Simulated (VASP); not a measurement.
# Zn (P-3m1) in VASP: single point with PBEsol

Aim: the single point of Zn with PBEsol.

Everything below comes from runs of VASP 6.6.1. Logs are shortened: lines on timing, memory, paths and dates and some standing lists are left out, and cuts for length are marked.

## Step 1: The cell of the first run

It takes space group P-3m1 (No. 164, trigonal). Conventional cell: a = 4.500 Å, b = 4.500 Å, c = 7.716 Å, α = 90.00°, β = 90.00°, γ = 120.00°. Within 4.3 Å of Zn (site symmetry 3m) lie 3 Zn at 3.29 Å.

## Step 2: Single point, PBEsol

The input, INCAR:

```
SYSTEM = Zn
ALGO = Normal ; EDIFF = 1E-6
ENCUT = 500 ; GGA = PS
GGA_COMPAT = .False. ; ISIF = 2
ISMEAR = 1 ; LASPH = .True.
LCHARG = .True. ; LELF = .True.
LREAL = .False. ; LVHAR = .True.
LWAVE = .False. ; NBANDS = 19
NELM = 120 ; PREC = Accurate
SIGMA = 0.1
```

The input, KPOINTS:

```
k-points
0
Gamma
  5 5 3
  0 0 0
```

The input, POSCAR:

```
Zn
1.0
    4.5000000000      0.0000000000      0.0000000000
   -2.2500000000      3.8971143200      0.0000000000
    0.0000000000      0.0000000000      7.7160000000
Zn
2
Direct
    0.3333333333      0.6666666667      0.6311000000
    0.6666666667      0.3333333333      0.3689000000
```

Potentials or basis: VASP PAW PBE potentials, release 64 (Zn).

Run with:

```console
cat potpaw_PBE.64/Zn/POTCAR > POTCAR
mpirun -np 1 vasp_std > vasp.out
```

OUTCAR:

```text
SYSTEM = Zn
   EDIFF = 1E-6
   ENCUT = 500
   GGA = PS
   ISIF = 2
   ISMEAR = 1
   LASPH = .True.
   LREAL = .False.
   NELM = 120
   PREC = Accurate

 ion  position               nearest neighbor table
   1  0.333  0.667  0.631-
   2  0.667  0.333  0.369-

  LATTYP: Found a hexagonal cell.
 ALAT       =     4.5000000000
 C/A-ratio  =     1.7146666667

  Lattice vectors:

 A1 = (   4.5000000000,   0.0000000000,   0.0000000000)
 A2 = (  -2.2500000000,   3.8971143200,   0.0000000000)
 A3 = (   0.0000000000,   0.0000000000,   7.7160000000)

Analysis of symmetry for initial positions (statically):
=====================================================================
 Subroutine PRICEL returns:
 Original cell was already a primitive cell.

 Routine SETGRP: Setting up the symmetry group for a
 hexagonal supercell.

 Subroutine GETGRP returns: Found 12 space group operations
 (whereof 12 operations were pure point group operations)
 out of a pool of 24 trial point group operations.

The static configuration has the point symmetry D_3d.

Analysis of symmetry for dynamics (positions and initial velocities):
=====================================================================
 Subroutine PRICEL returns:
 Original cell was already a primitive cell.

 Routine SETGRP: Setting up the symmetry group for a
 hexagonal supercell.

 Subroutine GETGRP returns: Found 12 space group operations
 (whereof 12 operations were pure point group operations)
 out of a pool of 24 trial point group operations.

The dynamic configuration has the point symmetry D_3d.

 Subroutine INISYM returns: Found 12 space group operations
 (whereof 12 operations are pure point group operations),
 and found     1 'primitive' translations

----------------------------------------------------------------------------------------

                                     Primitive cell

  volume of cell :     135.3156

  direct lattice vectors                    reciprocal lattice vectors
     4.500000000  0.000000000  0.000000000     0.222222222  0.128300060  0.000000000
    -2.250000000  3.897114320  0.000000000     0.000000000  0.256600119  0.000000000
     0.000000000  0.000000000  7.716000000     0.000000000  0.000000000  0.129600829

  length of vectors
     4.500000000  4.500000003  7.716000000     0.256600120  0.256600119  0.129600829

  position of ions in fractional coordinates (direct lattice)
     0.333333333  0.666666667  0.631100000
     0.666666667  0.333333333  0.368900000

  ion indices of the primitive-cell ions
   primitive index   ion index
                 1           1
                 2           2

----------------------------------------------------------------------------------------

 KPOINTS: k-points

Automatic generation of k-mesh.
 Grid dimensions read from file:
 generate k-points for:    5    5    3

 Generating k-lattice:

  Cartesian coordinates                     Fractional coordinates (reciprocal lattice)
     0.044444444  0.025660012  0.000000000     0.200000000  0.000000000  0.000000000
     0.000000000  0.051320024  0.000000000     0.000000000  0.200000000  0.000000000
     0.000000000  0.000000000  0.043200276     0.000000000  0.000000000  0.333333333

  Length of vectors
     0.051320024  0.051320024  0.043200276

  Shift w.r.t. Gamma in fractional coordinates (k-lattice)
     0.000000000  0.000000000  0.000000000

 Subroutine IBZKPT returns following result:
 ===========================================

 Found     12 irreducible k-points:

 Following reciprocal coordinates:
            Coordinates               Weight
  0.000000  0.000000  0.000000      1.000000
  0.200000 -0.000000  0.000000      6.000000
  0.400000 -0.000000  0.000000      6.000000
  0.200000  0.200000  0.000000      6.000000
  0.400000  0.200000  0.000000      6.000000
  0.000000  0.000000  0.333333      2.000000
  0.200000 -0.000000  0.333333      6.000000
  0.000000  0.200000  0.333333      6.000000
  0.400000 -0.000000  0.333333      6.000000
  0.000000  0.400000  0.333333      6.000000
  0.200000  0.200000  0.333333     12.000000
  0.400000  0.200000  0.333333     12.000000
   k-points           NKPTS =     12   k-points in BZ     NKDIM =     12   number of bands    NBANDS=     19
   number of dos      NEDOS =    301   number of ions     NIONS =      2
   total plane-waves  NPLWV =  72576
   dimension x,y,z NGX =    36 NGY =   36 NGZ =   56
   dimension x,y,z NGXF=    72 NGYF=   72 NGZF=  112
   ions per type =               2
   NGX,Y,Z   is equivalent  to a cutoff of  13.30, 13.30, 12.07 a.u.
   NGXF,Y,Z  is equivalent  to a cutoff of  26.60, 26.60, 24.13 a.u.
 SYSTEM =  Zn
   PREC   = accura    normal or accurate (medium, high low for compatibility)
   ISTART =      0    job   : 0-new  1-cont  2-samecut
   ICHARG =      2    charge: 1-file 2-atom 10-const
   ISPIN  =      1    spin polarized calculation?
   LNONCOLLINEAR =      F non collinear calculations
   LSORBIT =      F    spin-orbit coupling
   LASPH  =      T    aspherical Exc in radial PAW
   ENCUT  =  500.0 eV  36.75 Ry    6.06 a.u.   8.20  8.20 14.07*2*pi/ulx,y,z
   NELM   =    120;   NELMIN=  2; NELMDL= -5     # of ELM steps
   EDIFF  = 0.1E-05   stopping-criterion for ELM
   LREAL  =      F    real-space projection
   EDIFFG = 0.1E-04   stopping-criterion for IOM
   NSW    =      0    number of steps for IOM
   IBRION =     -1    ionic relax: 0-MD 1-quasi-New 2-CG
   NFREE  =      0    steps in history (QN), initial steepest desc. (CG)
   ISIF   =      2    stress and relaxation
   ISYM   =      2    0-nonsym 1-usesym 2-fastsym
   POTIM  = 0.5000    time-step for ionic-motion
   TEBEG  =    0.0;   TEEND  =   0.0 temperature during run
   PSTRESS=    0.0 pullay stress
   NELECT =      24.0000    total number of electrons
   NUPDOWN=      -1.0000    fix difference up-down
   EMIN   =  10.00;   EMAX   =-10.00  energy-range for DOS
   EFERMI =   0.00;   METHOD = LEGACY
   ISMEAR =     1;   SIGMA  =   0.10  broadening in eV -4-tet -1-fermi 0-gaus
   EFERMI_NEDOS =   21; number of points for ismear=-14 and -15
   IALGO  =     38    algorithm
   IMIX   =      4    mixing-type and parameters
     AMIX     =   0.40;   BMIX     =  1.00
     AMIX_MAG =   1.60;   BMIX_MAG =  1.00
  volume/ion in A,a.u.               =      67.66       456.58
  Fermi-wavevector in a.u.,A,eV,Ry     =   0.919805  1.738180 11.511100  0.846042
  Thomas-Fermi vector in A             =   2.045040
   LORBIT       =      0    0 simple, 1 ext, 2 COOP (PROOUT), +10 PAW based schemes
   GGA     = PS    functional components
   LHFCALC =     F    Hartree Fock is set to
   AEXX    =    0.0000 exact exchange contribution
   IVDW    =     0    specifies the selected vdW correction
   LEPSILON=     F    determine dielectric tensor
   LRPA    =     F    only Hartree local field effects (RPA)
 non-spin polarized calculation
 Methfessel and Paxton  Order N= 1 SIGMA  =   0.10
  energy-cutoff  :      500.00
  volume of cell :      135.32
 maximum number of plane-waves:      3460
 NGX is ok and might be reduce to    36
   NGX = 17   NGY = 17   NGZ = 29

 number of electron      23.9999997 magnetization

 Free energy of the ion-electron system (eV)
  ---------------------------------------------------
  ext. energy  EPLUGINS =         0.00000000
  ---------------------------------------------------
  free energy    TOTEN  =        -0.55118362 eV

  energy without entropy =       -0.55351039  energy(sigma->0) =       -0.55195921

 E-fermi :  -3.4412     XC(G=0):  -5.1384

 val. band max:       -3.4981987454   @ k =   0.2000   0.2000   0.0000
 cond. band min:      -1.4618506346   @ k =   0.4000  -0.0000   0.3333
 fundamental gap:      2.0363481108
 Fermi energy:        -3.4411749316

 k-point     1 :       0.0000    0.0000    0.0000
  band No.  band energies     occupation
      1      -8.8728      2.00000
      2      -8.8728      2.00000
      3      -8.8394      2.00000
      4      -8.8217      2.00000
      5      -8.8217      2.00000
      6      -8.7251      2.00000
[... 11 lines left out ...]
     18       3.7983      0.00000
     19       4.4802      0.00000

 k-point     2 :       0.2000   -0.0000    0.0000
  band No.  band energies     occupation
      1      -8.8685      2.00000
      2      -8.8651      2.00000
      3      -8.8348      2.00000
      4      -8.8161      2.00000
      5      -8.8062      2.00000
      6      -8.7291      2.00000
[... 11 lines left out ...]
     18       4.1193      0.00000
     19       4.9141      0.00000

 k-point     3 :       0.4000   -0.0000    0.0000
  band No.  band energies     occupation
      1      -8.8625      2.00000
      2      -8.8468      2.00000
      3      -8.8364      2.00000
      4      -8.7790      2.00000
      5      -8.7720      2.00000
      6      -8.7712      2.00000
[... 11 lines left out ...]
     18       3.7054      0.00000
     19       3.9441      0.00000

 k-point     4 :       0.2000    0.2000    0.0000
  band No.  band energies     occupation
      1      -8.8655      2.00000
      2      -8.8465      2.00000
      3      -8.8233      2.00000
      4      -8.8173      2.00000
      5      -8.7709      2.00000
      6      -8.7550      2.00000
[... 11 lines left out ...]
     18       3.9426      0.00000
     19       5.2185      0.00000

 k-point     5 :       0.4000    0.2000    0.0000
  band No.  band energies     occupation
      1      -8.8647      2.00000
      2      -8.8294      2.00000
      3      -8.8141      2.00000
      4      -8.7940      2.00000
      5      -8.7813      2.00000
      6      -8.7743      2.00000
[... 11 lines left out ...]
     18       2.6398      0.00000
     19       4.6241      0.00000

 k-point     6 :       0.0000    0.0000    0.3333
  band No.  band energies     occupation
      1      -8.8728      2.00000
      2      -8.8728      2.00000
      3      -8.8396      2.00000
      4      -8.8217      2.00000
      5      -8.8217      2.00000
      6      -8.7247      2.00000
[... 11 lines left out ...]
     18       3.7912      0.00000
     19       4.1359      0.00000

 k-point     7 :       0.2000   -0.0000    0.3333
  band No.  band energies     occupation
      1      -8.8685      2.00000
      2      -8.8653      2.00000
      3      -8.8346      2.00000
      4      -8.8163      2.00000
      5      -8.8063      2.00000
      6      -8.7287      2.00000
[... 11 lines left out ...]
     18       4.0263      0.00000
     19       4.5336      0.00000

 k-point     8 :       0.0000    0.2000    0.3333
  band No.  band energies     occupation
      1      -8.8685      2.00000
      2      -8.8652      2.00000
      3      -8.8348      2.00000
      4      -8.8160      2.00000
      5      -8.8063      2.00000
      6      -8.7291      2.00000
[... 11 lines left out ...]
     18       4.0415      0.00000
     19       4.3649      0.00000

 k-point     9 :       0.4000   -0.0000    0.3333
  band No.  band energies     occupation
      1      -8.8624      2.00000
      2      -8.8467      2.00000
      3      -8.8365      2.00000
      4      -8.7789      2.00000
      5      -8.7721      2.00000
      6      -8.7714      2.00000
[... 11 lines left out ...]
     18       3.7912      0.00000
     19       3.9242      0.00000

 k-point    10 :       0.0000    0.4000    0.3333
  band No.  band energies     occupation
      1      -8.8624      2.00000
      2      -8.8468      2.00000
      3      -8.8363      2.00000
      4      -8.7787      2.00000
      5      -8.7720      2.00000
      6      -8.7715      2.00000
[... 11 lines left out ...]
     18       3.7958      0.00000
     19       4.1404      0.00000

 k-point    11 :       0.2000    0.2000    0.3333
  band No.  band energies     occupation
      1      -8.8654      2.00000
      2      -8.8467      2.00000
      3      -8.8232      2.00000
      4      -8.8171      2.00000
      5      -8.7711      2.00000
      6      -8.7550      2.00000
[... 11 lines left out ...]
     18       3.8513      0.00000
     19       4.8244      0.00000

 k-point    12 :       0.4000    0.2000    0.3333
  band No.  band energies     occupation
      1      -8.8644      2.00000
      2      -8.8293      2.00000
      3      -8.8142      2.00000
      4      -8.7940      2.00000
      5      -8.7812      2.00000
      6      -8.7740      2.00000
[... 11 lines left out ...]
     18       3.4290      0.00000
     19       4.8785      0.00000

------------------------ aborting loop because EDIFF is reached ----------------------------------------

  FORCE on cell =-STRESS in cart. coord.  units (eV):
  Direction    XX          YY          ZZ          XY          YZ          ZX
  --------------------------------------------------------------------------------------
  -------------------------------------------------------------------------------------
  Total       -1.0519424     -1.0519424     -0.7024461      0.0000000     -0.0000000      0.0000000
  in kB      -12.4553132    -12.4553132     -8.3171728      0.0000000     -0.0000000      0.0000000
  external PRESSURE =     -11.0759331 kB  Pullay stress =       0.0000000 kB

 VOLUME and BASIS-vectors are now :
 -----------------------------------------------------------------------------
  energy-cutoff  :      500.00
  volume of cell :      135.32
      direct lattice vectors                 reciprocal lattice vectors
     4.500000000  0.000000000  0.000000000     0.222222222  0.128300060  0.000000000
    -2.250000000  3.897114320  0.000000000     0.000000000  0.256600119  0.000000000
     0.000000000  0.000000000  7.716000000     0.000000000  0.000000000  0.129600829

 POSITION                                       TOTAL-FORCE (eV/Angst)
 -----------------------------------------------------------------------------------
     -0.00000      2.59808      4.86957        -0.000000      0.000000     -0.330562
      2.25000      1.29904      2.84643         0.000000     -0.000000      0.330562
 -----------------------------------------------------------------------------------
    total drift:                               -0.000000      0.000000      0.000000

  FREE ENERGIE OF THE ION-ELECTRON SYSTEM (eV)
  ---------------------------------------------------
  free  energy   TOTEN  =        -0.5511836229 eV

  energy  without entropy=       -0.5535103878  energy(sigma->0) =       -0.55195921
```

Run time: 16 s. Hardware: 1 thread of Intel Xeon 6975P-C (Granite Rapids), shared host; peak memory 0.24 GiB.

What came out:

```yaml
Free_energy: -0.5512 eV
Pressure: -1.1 GPa
Largest_force: 0.331 eV/Å
Band_gap_on_the_k_mesh: 2.04 eV, indirect (least direct gap 2.31 eV)
```

Forces in eV/Å, atoms in the order of the input:
```
Zn   0.000  0.000 -0.331
Zn   0.000  0.000  0.331
```

Levels at points of the mesh, in eV from the valence-band top:
```
           k point  band 9  band 10  band 11  band 12  band 13  band 14  band 15  band 16
(0.00, 0.00, 0.00)   -5.18    -5.18    -3.33    -0.22     2.82     5.72     5.72     6.57
```

Caveat: the PAW data sets were made with another functional, which shifts forces and pressure a little. A k mesh can miss the band edges.
